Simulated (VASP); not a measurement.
Ga2SbP: single point with HSE06

The system is Ga2SbP.

```
CELL_PARAMETERS angstrom
4.09262 0.00000 0.00000
0.00000 4.09262 0.00000
0.00000 0.00000 5.80349
ATOMIC_POSITIONS crystal
P 0.00000 0.00000 0.00000
Ga 0.00000 0.50000 0.77597
Ga 0.50000 0.00000 0.22403
Sb 0.50000 0.50000 0.50000
```

```json
{
  "Program": "VASP 6.6.1",
  "Task": "single point",
  "Functional": "HSE06",
  "Potentials or basis": "VASP PAW PBE potentials, release 64 (P, Ga_d, Sb)",
  "Cutoff": "520 eV",
  "k mesh": "4 × 4 × 4",
  "Occupations": "fermi-dirac, width 0.02 eV",
  "Spin": "no spin polarisation",
  "Dipole correction": "no",
  "Grid for exact exchange (PRECFOCK)": "Normal",
  "Further INCAR settings": "ALGO = Normal; EDIFF = 1e-06; NBANDS = 26",
  "Share of exact exchange": "0.25",
  "Screening parameter": "0.2079 1/Å"
}
```

```json
{"Pressure": "0.0 GPa", "Largest force": "0.061 eV/Å", "Band gap on the k mesh": "0.87 eV"}
```

Forces in eV/Å, atoms in the order of the input:
```
P    0.000  0.000  0.000
Ga   0.000  0.000 -0.061
Ga   0.000  0.000  0.061
Sb   0.000  0.000  0.000
```

Stress tensor (GPa, compression positive):
```
 0.28  0.00  0.00
 0.00  0.28  0.00
 0.00  0.00 -0.48
```

Levels at points of the mesh, in eV from the valence-band top:
| k point | band 14 | band 15 | band 16 | band 17 | band 18 | band 19 | band 20 | band 21 | band 22 | band 23 |
| --- | --- | --- | --- | --- | --- | --- | --- | --- | --- | --- |
| (0.00, 0.00, 0.00) | -3.27 | -3.27 | -0.24 | 0.00 | 0.00 | 0.87 | 1.63 | 2.49 | 3.90 | 3.90 |
| (0.50, 0.00, 0.00) | -6.06 | -3.78 | -3.67 | -2.32 | -0.72 | 2.41 | 3.83 | 5.31 | 5.50 | 5.89 |
| (0.50, 0.50, 0.00) | -7.58 | -3.37 | -3.03 | -3.03 | -2.68 | 1.46 | 1.77 | 1.77 | 2.16 | 9.68 |
| (0.00, 0.00, 0.50) | -4.12 | -2.76 | -2.76 | -1.25 | -1.25 | 1.71 | 2.26 | 3.58 | 4.36 | 6.66 |
| (0.50, 0.00, 0.50) | -7.05 | -2.28 | -1.51 | -1.36 | -0.57 | 0.98 | 1.95 | 4.47 | 4.61 | 5.00 |
| (0.50, 0.50, 0.50) | -7.39 | -3.93 | -3.93 | -3.80 | -3.65 | 4.83 | 4.83 | 4.84 | 5.21 | 5.80 |

Run time: 75 min on 2 MPI ranks on AMD EPYC 7R43 64-Core Processor (Zen 3) (shared host), peak memory 0.32 GiB a rank.

Caveat: the PAW data sets were made with another functional, which shifts forces and pressure a little; spin-orbit coupling is left out, which moves the levels of the heavy elements. A k mesh can miss the band edges.
